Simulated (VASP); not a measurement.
A run of VASP 6.6.1 is set up as follows.

Contents of INCAR:

```
ALGO = Fast
EDIFF = 1E-6
ENCUT = 520
GGA = PE
ISIF = 2
ISMEAR = 0
LASPH = True
LCHARG = True
LELF = True
LREAL = False
LVHAR = True
LWAVE = False
NBANDS = 14
NELM = 100
PREC = Accurate
SIGMA = 0.1
```

The input KPOINTS:

```
k-points
0
Gamma
  18 18 12
```

The input POSCAR:

```
AlNi
1.0
    2.3639728847     -1.3653627902     -0.0544045529
    2.3639728847      1.3653627902     -0.0544045529
   -1.4855378211      0.0000000000      3.9390445835
Al Ni
1 1
Direct
    0.0000000000      0.0000000000      0.0000000000
    0.5000000000      0.5000000000      0.5000000000
```

Potentials or basis: VASP PAW PBE potentials, release 64 (Al, Ni).

The run is started by

```console
$ cat potpaw_PBE.64/Al/POTCAR potpaw_PBE.64/Ni/POTCAR > POTCAR
$ mpirun -np 1 vasp_std > vasp.out
```

Question: What does it give for the band gap on the k mesh?

Answer: Zero (an odd number of electrons rules out a gap without spin polarisation).

Question: What does it give for the pressure?

Answer: 0.1 GPa.

Stress tensor (GPa, compression positive):
```
 0.16  0.00 -0.01
 0.00  0.15  0.00
-0.01  0.00 -0.02
```

Spin polarisation is off, so any magnetic state and its effect on volume and gap are missing.
